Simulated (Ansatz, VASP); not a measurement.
# TiNb2Te4: VASP beside Ansatz

```xyz
7
Lattice="3.4863 2.0128 4.5696 -3.4863 2.0128 4.5696 0.0000 -4.0257 4.5696" Properties=species:S:1:pos:R:3 pbc="T T T"
Ti    0.0000    0.0000    0.0000
Nb    0.0000    0.0000    9.8292
Nb    0.0000    0.0000    3.8796
Te    0.0000   -2.0128    2.2848
Te    1.7432    1.0064    2.2848
Te   -1.7432    1.0064    2.2848
Te    0.0000    0.0000    6.8544
```

Alike in both runs: task relaxation of cell and atoms; functional PBE; k mesh 3 × 3 × 3; occupations gaussian, width 0.2 eV; no spin polarisation.

|  | VASP | Ansatz |
| --- | --- | --- |
| version | VASP 6.6.1 | Ansatz 0.2.0 |
| potentials or method | VASP PAW PBE potentials, release 64 (Ti_sv, Nb_sv, Te), cutoff 600 eV | scalar-relativistic, plane waves, PAW |
| valence electrons in the cell | 62 | 102 |

|  | VASP | Ansatz | Ansatz less VASP |
| --- | --- | --- | --- |
| gap on the k mesh at the Fermi level, each at its own relaxed structure (eV) | none | none | - |
| relaxed volume (Å³/atom) | 32.62 | 32.95 | +0.334 |
| relaxed cell length with the largest relative difference (Å) | 6.112 | 6.133 | +0.0209 |

A gap of «none» marks a metal or a gap that the smearing closes. VASP's potentials hold 62 valence electrons a cell and Ansatz's 102, so a difference there can come from the potentials and not from the codes.

The k mesh is coarse, so the values compare programs but aren't converged. Neither program's run includes spin-orbit coupling. Noted on VASP's run: the volume moved by over 15 % at a fixed basis, so the end points are rough.
